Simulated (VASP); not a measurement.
Cu:

```
Cu
1.0
     0.00000    0.00000   -2.75911
     0.00000   -2.95106    0.00000
    -2.95106    0.00000    0.00000
Cu
2
Direct
  0.50000 0.50000 0.50000
  0.00000 0.00000 0.00000
```

Base run:

| Item | Value |
| --- | --- |
| Program | VASP 6.6.1 |
| Functional | PBE |
| Potentials or basis | VASP PAW PBE potentials, release 64 (Cu) |
| Cutoff | 520 eV |
| k mesh | 12 × 12 × 12 |
| Occupations | gaussian, width 0.15 eV |
| Spin | no spin polarisation |

Its results: band gap on the k mesh zero (band 11 reaches 13.51 eV, above the bottom of band 12 at 5.91 eV); pressure 1.2 GPa.

**Question.** The run is repeated on the same cell with these changes: potentials or basis from VASP PAW PBE potentials, release 64 (Cu) to VASP PAW PBE potentials, release 64 (Cu_sv_GW); cutoff from 520 eV to 700 eV; further incar settings from ALGO = Fast; EDIFF = 1e-06; NBANDS = 18 to ALGO = Normal; EDIFF = 1e-06; NBANDS = 26; valence electrons from 22 to 38. What comes out?

**Answer.** Band gap on the k mesh zero (band 19 reaches 13.50 eV, above the bottom of band 20 at 5.94 eV); pressure -5.0 GPa.
